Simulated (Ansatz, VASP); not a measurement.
# Two plane-wave programs on KCl

```
CELL_PARAMETERS angstrom
0.00000 3.42862 2.67432
3.42862 0.00000 2.67432
3.42862 3.42862 0.00000
ATOMIC_POSITIONS crystal
K 0.00000 0.00000 0.00000
Cl 0.50000 0.50000 0.50000
```

Alike in both runs: task single point; functional LDA; k mesh 8 × 8 × 8; occupations gaussian, width 0.05 eV; no spin polarisation.

|  | VASP | Ansatz |
| --- | --- | --- |
| version | VASP 6.6.1 | Ansatz 0.2.0 |
| potentials or method | VASP PAW LDA potentials, release 64 (K_sv, Cl), cutoff 520 eV | scalar-relativistic, plane waves, PAW |
| valence electrons in the cell | 16 | 16 |

VASP gave:

| Quantity | Value |
| --- | --- |
| gap on the k mesh at the Fermi level (eV) | 4.15 |
| least direct gap on the mesh (eV) | 4.15 |
| pressure (GPa) | 2.1 |
| traceless stress, the component that is largest in VASP (GPa) | 10.14 |

Question: What did Ansatz give for the same quantities?

Answer: gap on the k mesh at the Fermi level (eV): 4.16; least direct gap on the mesh (eV): 4.16; pressure (GPa): 2.0; traceless stress, the component that is largest in VASP (GPa): 9.88.

LDA's correlation is that of Perdew and Zunger in VASP and of Perdew and Wang (1992) in Ansatz.
